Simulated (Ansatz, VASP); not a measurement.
**MgZrAs in VASP and in Ansatz**

```xyz
9
Lattice="3.4489 5.9737 0.0000 -3.4489 5.9737 0.0000 0.0000 0.0000 4.2215" Properties=species:S:1:pos:R:3 pbc="T T T"
Mg    1.7665    5.9737    2.1108
Mg    0.8412    1.4570    2.1108
Mg   -2.6077    4.5167    2.1108
As    0.0000    0.0000    0.0000
As    0.0003    7.9648    2.1108
As   -0.0003    3.9827    2.1108
Zr   -0.5221    5.9737    0.0000
Zr    1.9855    3.4390    0.0000
Zr   -1.4634    2.5347    0.0000
```

Alike in both runs: task single point; functional PBE; k mesh 3 × 3 × 4; no spin polarisation; Hubbard terms Zr d U = 6.0 eV.

|  | VASP | Ansatz |
| --- | --- | --- |
| version | VASP 6.6.1 | Ansatz 0.2.0 |
| potentials or method | VASP PAW PBE potentials, release 64 (Mg, As, Zr_sv), cutoff 520 eV | PAW plane waves |
| occupations | fermi-dirac, width 0.1 eV | fermi-dirac |
| valence electrons in the cell | 57 | 111 |

```tsv
	VASP	Ansatz	Ansatz less VASP
gap on the k mesh at the Fermi level (eV)	none	none	-
pressure (GPa)	3.8	8.2	+4.44
traceless stress, the component that is largest in VASP (GPa)	-5.68	-2.53	+3.149
rms of the force components (eV/Å)	0.273	0.211	-0.0628
```

The programs project onto different local orbitals, so the same U acts differently, and such runs can settle in different states. Atom by atom the forces differ by 0.142 eV/Å (rms over components). A gap of «none» marks a metal or a gap that the smearing closes. VASP's potentials hold 57 valence electrons a cell and Ansatz's 111, so a difference there can come from the potentials and not from the codes. Ansatz's warnings: filled band counts differ across k points, structure snapped to symmetry.

The k mesh is coarse, so the values compare programs but aren't converged.
